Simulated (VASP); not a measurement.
# Li (Cmmm) in VASP: a series of runs

Li is run at these levels: PBE; tasks: single point.

All numbers are computed with VASP 6.6.1; they aren't measurements. Logs are shortened: lines on timing, memory, paths and dates and some standing lists are left out, and cuts for length are marked.

## Step 1: The cell of the first run

The structure is orthorhombic, space group Cmmm (No. 65). The conventional cell has a = 2.940 Å, b = 5.078 Å, c = 2.714 Å, α = 90.00°, β = 90.00°, γ = 90.00°. Li (site symmetry mmm) has 8 Li at 2.71 to 2.94 Å within 3.6 Å.

## Step 2: Single point, PBE

INCAR

```
PREC = Accurate
ENCUT = 520
EDIFF = 1E-6
ISMEAR = 0
SIGMA = 0.2
LREAL = False
LASPH = True
NELM = 100
ALGO = Normal
ISIF = 2
LWAVE = False
LCHARG = False
GGA = PE
NBANDS = 14
```

KPOINTS

```
regular mesh
0
Gamma
  8 4 4
```

POSCAR

```
Li
1.0
    0.0000000000      0.0000000000      2.9403245042
    5.0779239194      0.0000000000      0.0000000000
    0.0000000000      5.4281473065      0.0000000000
Li
4
Direct
    0.2499991948      0.7500000000      0.2500000000
    0.2499991948      0.7500000000      0.7500000000
    0.7500008052      0.2500000000      0.2500000000
    0.7500008052      0.2500000000      0.7500000000
```

Potentials or basis: VASP PAW PBE potentials, release 64 (Li_sv).

Command:

```console
$ cat potpaw_PBE.64/Li_sv/POTCAR > POTCAR
$ mpirun -np 1 vasp_std > vasp.out
```

OUTCAR:

```text
PREC = Accurate
   ENCUT = 520
   EDIFF = 1E-6
   ISMEAR = 0
   LREAL = False
   LASPH = True
   NELM = 100
   ISIF = 2
   GGA = PE

 ion  position               nearest neighbor table
   1  0.250  0.750  0.250-
   2  0.250  0.750  0.750-
   3  0.750  0.250  0.250-
   4  0.750  0.250  0.750-

  LATTYP: Found a simple orthorhombic cell.
 ALAT       =     2.9403245042
 B/A-ratio  =     1.7269943886
 C/A-ratio  =     1.8461048428

  Lattice vectors:

 A1 = (   0.0000000000,   0.0000000000,   2.9403245042)
 A2 = (   5.0779239194,   0.0000000000,   0.0000000000)
 A3 = (   0.0000000000,   5.4281473065,   0.0000000000)

Analysis of symmetry for initial positions (statically):
=====================================================================
 Subroutine PRICEL returns following result:

  LATTYP: Found a base centered orthorhombic cell.
 ALAT       =     2.9403339744
 B/A-ratio  =     1.7269888263
 C/A-ratio  =     0.9230494484

  Lattice vectors:

 A1 = (  -2.5389619597,   0.0000000000,   1.4701669872)
 A2 = (   2.5389619597,   0.0000000000,   1.4701669872)
 A3 = (   0.0000000000,   2.7140736532,   0.0000000000)

   4 primitive cells build up your supercell.

 Routine SETGRP: Setting up the symmetry group for a
 simple orthorhombic supercell.

 Subroutine GETGRP returns: Found  8 space group operations
 (whereof  4 operations were pure point group operations)
 out of a pool of  8 trial point group operations.

The static configuration has the point symmetry C_2h.
 The point group associated with its full space group is D_2h.

Analysis of symmetry for dynamics (positions and initial velocities):
=====================================================================
 Subroutine PRICEL returns following result:

  LATTYP: Found a base centered orthorhombic cell.
 ALAT       =     2.9403339744
 B/A-ratio  =     1.7269888263
 C/A-ratio  =     0.9230494484

  Lattice vectors:

 A1 = (  -2.5389619597,   0.0000000000,   1.4701669872)
 A2 = (   2.5389619597,   0.0000000000,   1.4701669872)
 A3 = (   0.0000000000,   2.7140736532,   0.0000000000)

   4 primitive cells build up your supercell.

 Routine SETGRP: Setting up the symmetry group for a
 simple orthorhombic supercell.

 Subroutine GETGRP returns: Found  8 space group operations
 (whereof  4 operations were pure point group operations)
 out of a pool of  8 trial point group operations.

The dynamic configuration has the point symmetry C_2h.
 The point group associated with its full space group is D_2h.

 Subroutine INISYM returns: Found  8 space group operations
 (whereof  4 operations are pure point group operations),
 and found     4 'primitive' translations

----------------------------------------------------------------------------------------

                                     Primitive cell

  volume of cell :      20.2616

  direct lattice vectors                    reciprocal lattice vectors
    -2.538961960  0.000000000  1.470166987    -0.196930875  0.000000000  0.340097420
     2.538961960  0.000000000  1.470166987     0.196930875  0.000000000  0.340097420
     0.000000000  2.714073653  0.000000000     0.000000000  0.368449839  0.000000000

  length of vectors
     2.933891410  2.933891410  2.714073653     0.392998759  0.392998759  0.368449839

  position of ions in fractional coordinates (direct lattice)
     0.499998390  0.999998390  0.500000000

  ion indices of the primitive-cell ions
   primitive index   ion index
                 1           1

----------------------------------------------------------------------------------------

 KPOINTS: regular mesh

Automatic generation of k-mesh.
 Grid dimensions read from file:
 generate k-points for:    8    4    4

 Generating k-lattice:

  Cartesian coordinates                     Fractional coordinates (reciprocal lattice)
     0.000000000  0.000000000  0.042512314     0.125000000  0.000000000  0.000000000
     0.049232719  0.000000000  0.000000000     0.000000000  0.250000000  0.000000000
     0.000000000  0.046056230  0.000000000     0.000000000  0.000000000  0.250000000

  Length of vectors
     0.042512314  0.049232719  0.046056230

  Shift w.r.t. Gamma in fractional coordinates (k-lattice)
     0.000000000  0.000000000  0.000000000

 Subroutine IBZKPT returns following result:
 ===========================================

 Found     45 irreducible k-points:

 Following reciprocal coordinates:
            Coordinates               Weight
  0.000000  0.000000  0.000000      1.000000
  0.125000  0.000000  0.000000      2.000000
  0.250000  0.000000  0.000000      2.000000
  0.375000  0.000000  0.000000      2.000000
  0.500000  0.000000  0.000000      1.000000
  0.000000  0.250000  0.000000      2.000000
[... 16 lines left out ...]
  0.250000  0.250000  0.250000      8.000000
  0.375000  0.250000  0.250000      8.000000
 [... further k-points ...]
   k-points           NKPTS =     45   k-points in BZ     NKDIM =     45   number of bands    NBANDS=     14
   number of dos      NEDOS =    301   number of ions     NIONS =      4
   total plane-waves  NPLWV =  38400
   dimension x,y,z NGX =    24 NGY =   40 NGZ =   40
   dimension x,y,z NGXF=    48 NGYF=   80 NGZF=   80
   ions per type =               4
   NGX,Y,Z   is equivalent  to a cutoff of  13.57, 13.10, 12.25 a.u.
   NGXF,Y,Z  is equivalent  to a cutoff of  27.14, 26.19, 24.50 a.u.
 SYSTEM =  unknown system
   PREC   = accura    normal or accurate (medium, high low for compatibility)
   ISTART =      0    job   : 0-new  1-cont  2-samecut
   ICHARG =      2    charge: 1-file 2-atom 10-const
   ISPIN  =      1    spin polarized calculation?
   LNONCOLLINEAR =      F non collinear calculations
   LSORBIT =      F    spin-orbit coupling
   LASPH  =      T    aspherical Exc in radial PAW
   ENCUT  =  520.0 eV  38.22 Ry    6.18 a.u.   5.47  9.44 10.09*2*pi/ulx,y,z
   NELM   =    100;   NELMIN=  2; NELMDL= -5     # of ELM steps
   EDIFF  = 0.1E-05   stopping-criterion for ELM
   LREAL  =      F    real-space projection
   EDIFFG = 0.1E-04   stopping-criterion for IOM
   NSW    =      0    number of steps for IOM
   IBRION =     -1    ionic relax: 0-MD 1-quasi-New 2-CG
   NFREE  =      0    steps in history (QN), initial steepest desc. (CG)
   ISIF   =      2    stress and relaxation
   ISYM   =      2    0-nonsym 1-usesym 2-fastsym
   POTIM  = 0.5000    time-step for ionic-motion
   TEBEG  =    0.0;   TEEND  =   0.0 temperature during run
   PSTRESS=    0.0 pullay stress
   NELECT =      12.0000    total number of electrons
   NUPDOWN=      -1.0000    fix difference up-down
   EMIN   =  10.00;   EMAX   =-10.00  energy-range for DOS
   EFERMI =   0.00;   METHOD = LEGACY
   ISMEAR =     0;   SIGMA  =   0.20  broadening in eV -4-tet -1-fermi 0-gaus
   EFERMI_NEDOS =   21; number of points for ismear=-14 and -15
   IALGO  =     38    algorithm
   IMIX   =      4    mixing-type and parameters
     AMIX     =   0.40;   BMIX     =  1.00
     AMIX_MAG =   1.60;   BMIX_MAG =  1.00
  volume/ion in A,a.u.               =      20.26       136.73
  Fermi-wavevector in a.u.,A,eV,Ry     =   0.866079  1.636652 10.205635  0.750093
  Thomas-Fermi vector in A             =   1.984416
   LORBIT       =      0    0 simple, 1 ext, 2 COOP (PROOUT), +10 PAW based schemes
   GGA     = PE    functional components
   LHFCALC =     F    Hartree Fock is set to
   AEXX    =    0.0000 exact exchange contribution
   IVDW    =     0    specifies the selected vdW correction
   LEPSILON=     F    determine dielectric tensor
   LRPA    =     F    only Hartree local field effects (RPA)
 non-spin polarized calculation
 Gauss-broadening in eV      SIGMA  =   0.20
  energy-cutoff  :      520.00
  volume of cell :       81.05
 maximum number of plane-waves:      2206
 NGX is ok and might be reduce to    24
   NGX = 11   NGY = 19   NGZ = 21

 number of electron      12.0000030 magnetization

 Free energy of the ion-electron system (eV)
  ---------------------------------------------------
  ext. energy  EPLUGINS =         0.00000000
  ---------------------------------------------------
  free energy    TOTEN  =        -7.37281781 eV

  energy without entropy =       -7.32813064  energy(sigma->0) =       -7.35047423

 E-fermi :   0.5539     XC(G=0):  -7.0438

 val. band max:        0.5217530903   @ k =   0.2500   0.2500   0.2500
 cond. band min:       0.5541233716   @ k =   0.1250   0.5000   0.2500
 fundamental gap:      0.0323702813
 Fermi energy:         0.5538820976

 k-point     1 :       0.0000    0.0000    0.0000
  band No.  band energies     occupation
      1     -46.0581      2.00000
      2     -46.0383      2.00000
      3     -46.0356      2.00000
      4     -46.0174      2.00000
      5      -2.9149      2.00000
      6      -0.0514      1.99998
      7       0.4356      1.59706
      8       2.6526      0.00000
      9       3.4032      0.00000
     10       4.3396      0.00000
     11       4.6431      0.00000
     12       6.9542      0.00000
     13       9.4603      0.00000
     14      10.1614      0.00000

 k-point     2 :       0.1250    0.0000    0.0000
  band No.  band energies     occupation
      1     -46.0560      2.00000
      2     -46.0376      2.00000
      3     -46.0337      2.00000
      4     -46.0168      2.00000
      5      -2.7150      2.00000
      6       0.2123      1.98428
      7       0.7037      0.28943
      8       2.7660      0.00000
      9       3.4017      0.00000
     10       4.6044      0.00000
     11       4.8699      0.00000
     12       7.2256      0.00000
     13       8.3976      0.00000
     14       8.6774      0.00000

 k-point     3 :       0.2500    0.0000    0.0000
  band No.  band energies     occupation
      1     -46.0504      2.00000
      2     -46.0363      2.00000
      3     -46.0285      2.00000
      4     -46.0157      2.00000
      5      -2.1155      2.00000
      6       0.9995      0.00163
      7       1.5072      0.00000
      8       3.0818      0.00000
      9       3.1121      0.00000
     10       5.3970      0.00000
     11       5.4638      0.00000
     12       6.5239      0.00000
     13       7.1888      0.00000
     14       8.0397      0.00000

 k-point     4 :       0.3750    0.0000    0.0000
  band No.  band energies     occupation
      1     -46.0437      2.00000
      2     -46.0362      2.00000
      3     -46.0224      2.00000
      4     -46.0155      2.00000
      5      -1.1241      2.00000
      6       1.8192      0.00000
      7       2.2918      0.00000
      8       2.8432      0.00000
      9       3.7073      0.00000
     10       5.6063      0.00000
     11       5.7517      0.00000
     12       6.2407      0.00000
     13       6.7115      0.00000
     14       7.0730      0.00000

 k-point     5 :       0.5000    0.0000    0.0000
  band No.  band energies     occupation
      1     -46.0385      2.00000
      2     -46.0385      2.00000
      3     -46.0176      2.00000
      4     -46.0176      2.00000
      5       0.2306      1.97774
      6       0.2306      1.97773
      7       4.0118      0.00000
      8       4.0118      0.00000
      9       4.5803      0.00000
     10       4.5803      0.00000
     11       4.7046      0.00000
[... 276 lines left out ...]
 k-point    22 :       0.1250    0.2500    0.2500
  band No.  band energies     occupation
      1     -46.0500      2.00000
      2     -46.0372      2.00000
      3     -46.0344      2.00000
      4     -46.0224      2.00000
      5      -2.2031      2.00000
      6      -0.3544      2.00000
      7      -0.0922      2.00000
      8       1.9972      0.00000
      9       4.3369      0.00000
     10       5.2955      0.00000
     11       5.3458      0.00000
     12       8.5658      0.00000
     13       8.6986      0.00000
     14       9.7960      0.00000

 k-point    23 :       0.2500    0.2500    0.2500
  band No.  band energies     occupation
      1     -46.0452      2.00000
      2     -46.0354      2.00000
      3     -46.0298      2.00000
      4     -46.0206      2.00000
      5      -1.6002      2.00000
      6       0.3234      1.89684
      7       0.5218      1.17972
      8       2.6479      0.00000
      9       4.7062      0.00000
     10       5.0106      0.00000
     11       5.8417      0.00000
     12       6.9730      0.00000
     13       7.3422      0.00000
     14       8.0949      0.00000

 k-point    24 :       0.3750    0.2500    0.2500
  band No.  band energies     occupation
      1     -46.0395      2.00000
      2     -46.0342      2.00000
      3     -46.0245      2.00000
      4     -46.0195      2.00000
      5      -0.6216      2.00000
      6       1.2085      0.00000
      7       1.4153      0.00000
      8       3.5015      0.00000
      9       3.6954      0.00000
     10       4.9814      0.00000
     11       5.1380      0.00000
     12       5.8863      0.00000
     13       7.3849      0.00000
     14       7.6694      0.00000

 [... further k-points ...]
[... 5 lines left out ...]
  --------------------------------------------------------------------------------------
  -------------------------------------------------------------------------------------
  Total       -0.1204377      0.0608371      0.0271724      0.0000000      0.0000000      0.0000000
  in kB       -2.3808930      1.2026687      0.5371618      0.0000000      0.0000000      0.0000000
  external PRESSURE =      -0.2136875 kB  Pullay stress =       0.0000000 kB

 VOLUME and BASIS-vectors are now :
 -----------------------------------------------------------------------------
  energy-cutoff  :      520.00
  volume of cell :       81.05
      direct lattice vectors                 reciprocal lattice vectors
     0.000000000  0.000000000  2.940324504     0.000000000  0.000000000  0.340098516
     5.077923919  0.000000000  0.000000000     0.196930875  0.000000000  0.000000000
     0.000000000  5.428147306  0.000000000     0.000000000  0.184224919  0.000000000

 POSITION                                       TOTAL-FORCE (eV/Angst)
 -----------------------------------------------------------------------------------
      3.80844      1.35704      0.73508        -0.000000      0.000000      0.000000
      3.80844      4.07111      0.73508        -0.000000     -0.000000      0.000000
      1.26948      1.35704      2.20525         0.000000      0.000000      0.000000
      1.26948      4.07111      2.20525         0.000000     -0.000000      0.000000
 -----------------------------------------------------------------------------------
    total drift:                               -0.000000     -0.000001      0.000000

  FREE ENERGIE OF THE ION-ELECTRON SYSTEM (eV)
  ---------------------------------------------------
  free  energy   TOTEN  =        -7.3728178071 eV

  energy  without entropy=       -7.3281306435  energy(sigma->0) =       -7.35047423
```

Run time: 30 s. Hardware: 1 thread of Intel Xeon 6975P-C, shared host; peak memory 0.19 GiB.

What came out:

```
Free energy            : -7.3728 eV
Band gap on the k mesh : zero (band 6 reaches 1.82 eV, above the bottom of band 7 at -0.85 eV)
```

Caveat: the cutoff is under 1.25 times the usual one of these potentials, so pressure, stress and relaxed cells hold a basis-set (Pulay) error.

[end of part 1 of 2]
